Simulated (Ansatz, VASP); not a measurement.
Hf in VASP and in Ansatz

INCAR

```
ALGO = Normal ; EDIFF = 1E-6
EDIFFG = -0.005 ; ENCUT = 600
GGA = PS ; IBRION = 2
ISIF = 3 ; ISMEAR = -1
LASPH = True ; LCHARG = False
LREAL = False ; LWAVE = False
NELM = 60 ; NSW = 80
PREC = Accurate ; SIGMA = 0.05
```

KPOINTS

```
k-points
0
Gamma
  10 10 5
```

File POSCAR:

```
Hf
1.0
    3.1967000000      0.0000000000      0.0000000000
   -1.5983500000      2.7684234083      0.0000000000
    0.0000000000      0.0000000000      5.0578000000
Hf
2
Direct
    0.6666666667      0.3333333333      0.7500000000
    0.3333333333      0.6666666667      0.2500000000
```

input.yaml

```yaml
crystal:
  lattice:
    - [3.1967, 0.0, 0.0]
    - [-1.59835, 2.7684234083, 0.0]
    - [0.0, 0.0, 5.0578]
  atoms:
    - { symbol: Hf, position: [0.6666666667, 0.3333333333, 0.75] }
    - { symbol: Hf, position: [0.3333333333, 0.6666666667, 0.25] }
kpoints:
  mp_grid: { grid: [10, 10, 5] }
scf:
  occupations: { method: fermi_dirac, width: 0.05 }
hamiltonian:
  xc: pbesol
  pseudopotentials: { kind: all_electron, lapw: { basis_error: 0.001 } }
output:
  forces: true
  stress: true
relax:
  f_tol: 0.005
  max_steps: 60
  cell: {}
```

Alike in both runs: task relaxation of cell and atoms; functional PBEsol; k mesh 10 × 10 × 5; occupations fermi-dirac, width 0.05 eV; no spin polarisation.

|  | VASP | Ansatz |
| --- | --- | --- |
| version | VASP 6.6.1 | Ansatz 0.2.0 |
| potentials or method | VASP PAW PBE potentials, release 64 (Hf_pv), cutoff 600 eV | all-electron LAPW, scalar-relativistic |

```tsv
	VASP	Ansatz	Ansatz less VASP
relaxed volume (Å³/atom)	21.50	21.58	+0.074
relaxed cell length with the largest relative difference (Å)	4.985	4.991	+0.0066
```

VASP's potentials were made for PBE, not for PBEsol. Ansatz ran all-electron here, and VASP with PAW potentials.

Spin-orbit coupling is off throughout.
